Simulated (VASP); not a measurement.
Wanted: the native input for a VASP 6.6.1 run.

```yaml
Task: single point
Functional: r2SCAN
Potentials_or_basis: VASP PAW PBE potentials, release 64 (Si, C)
Cutoff: 660 eV
k_mesh: 6 × 6 × 2
Occupations: gaussian, width 0.1 eV
Spin: no spin polarisation
Dipole_correction: no
Further_INCAR_settings: ALGO = Normal; EDIFF = 1e-06; NBANDS = 26
```

Crystal: SiC.

```
CELL_PARAMETERS angstrom
3.07569 0.00000 0.00000
-1.53785 2.66363 0.00000
0.00000 0.00000 10.07065
ATOMIC_POSITIONS crystal
Si 0.66667 0.33333 0.93784
Si 0.33333 0.66667 0.43784
Si 0.00000 0.00000 0.68789
Si 0.00000 0.00000 0.18789
C 0.66667 0.33333 0.74980
C 0.33333 0.66667 0.24980
C 0.00000 0.00000 0.50046
C 0.00000 0.00000 0.00046
```

The input as run:

POSCAR

```
SiC
1.0
    3.0756941497      0.0000000000      0.0000000000
   -1.5378470748      2.6636292679      0.0000000000
    0.0000000000      0.0000000000     10.0706464800
Si C
4 4
Direct
    0.6666666700      0.3333333300      0.9378419800
    0.3333333300      0.6666666700      0.4378419800
    0.0000000000      0.0000000000      0.6878943800
    0.0000000000      0.0000000000      0.1878943800
    0.6666666700      0.3333333300      0.7498025900
    0.3333333300      0.6666666700      0.2498025900
    0.0000000000      0.0000000000      0.5004600500
    0.0000000000      0.0000000000      0.0004600500
```

INCAR.step1

```
  PREC = Accurate
  ENCUT = 660
  ISMEAR = 0
  SIGMA = 0.1
  LREAL = F
  LASPH = T
  NELM = 120
  NBANDS = 26
  GGA = PE
  ALGO = Normal
  EDIFF = 1E-5
  LWAVE = T
  LCHARG = F
  GGA_COMPAT = F
```

INCAR.step2

```
  PREC = Accurate
  ENCUT = 660
  EDIFF = 1E-6
  ISMEAR = 0
  SIGMA = 0.1
  LREAL = F
  LASPH = T
  NELM = 120
  ALGO = Normal
  ISIF = 2
  LWAVE = F
  LCHARG = F
  METAGGA = R2SCAN
  LMIXTAU = T
  NBANDS = 26
  ISTART = 1
  GGA_COMPAT = F
```

KPOINTS

```
Automatic mesh
0
Gamma
  6 6 2
```

Potentials or basis: VASP PAW PBE potentials, release 64 (Si, C).

Command:

```bash
$ cat potpaw_PBE.64/Si/POTCAR potpaw_PBE.64/C/POTCAR > POTCAR
$ cp INCAR.step1 INCAR
$ mpirun -np 1 vasp_std > vasp.out
$ cp INCAR.step2 INCAR
$ mpirun -np 1 vasp_std > vasp.out
```

Results of the run:

- Pressure: 0.0 GPa
- Largest force: 0.005 eV/Å
- Band gap on the k mesh: 2.61 eV (least direct gap 3.79 eV)

Caveat: the PAW data sets were made with another functional, which shifts forces and pressure a little.

It took 5.1 min on 1 thread of Oxide Virtual Turin-like Processor, on a shared host, peak memory 0.23 GiB.
